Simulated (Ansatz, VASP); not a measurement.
# One calculation of AlCu3, two programs

```
Al Cu
1.0
     0.23215    2.93158    2.93158
     2.93158    0.23215    2.93158
     2.93158    2.93158    0.23215
Al Cu
1 3
Direct
  0.00000 0.00000 0.00000
  0.50000 0.50000 0.50000
  0.25000 0.25000 0.25000
  0.75000 0.75000 0.75000
```

Alike in both runs: task single point; functional LDA; k mesh 14 × 14 × 14; occupations gaussian, width 0.15 eV; no spin polarisation.

|  | VASP | Ansatz |
| --- | --- | --- |
| version | VASP 6.6.1 | Ansatz 0.2.0 |
| potentials or method | VASP PAW LDA potentials, release 64 (Al, Cu), cutoff 520 eV | scalar-relativistic, plane waves, PAW |
| valence electrons in the cell | 36 | 60 |

|  | VASP | Ansatz | Ansatz less VASP |
| --- | --- | --- | --- |
| gap on the k mesh at the Fermi level (eV) | none | none | - |
| pressure (GPa) | 11.1 | 10.4 | -0.74 |
| traceless stress, the component that is largest in VASP (GPa) | -8.63 | -8.58 | +0.049 |
| rms of the force components (eV/Å) | 0.003 | 0.002 | -0.0013 |

Ansatz warns that its potentials were made for another functional, while VASP's fit it. LDA's correlation is that of Perdew and Zunger in VASP and of Perdew and Wang (1992) in Ansatz. Atom by atom the forces differ by 0.001 eV/Å (rms over components). A gap of «none» marks a metal or a gap that the smearing closes. VASP's potentials hold 36 valence electrons a cell and Ansatz's 60, so a difference there can come from the potentials and not from the codes.
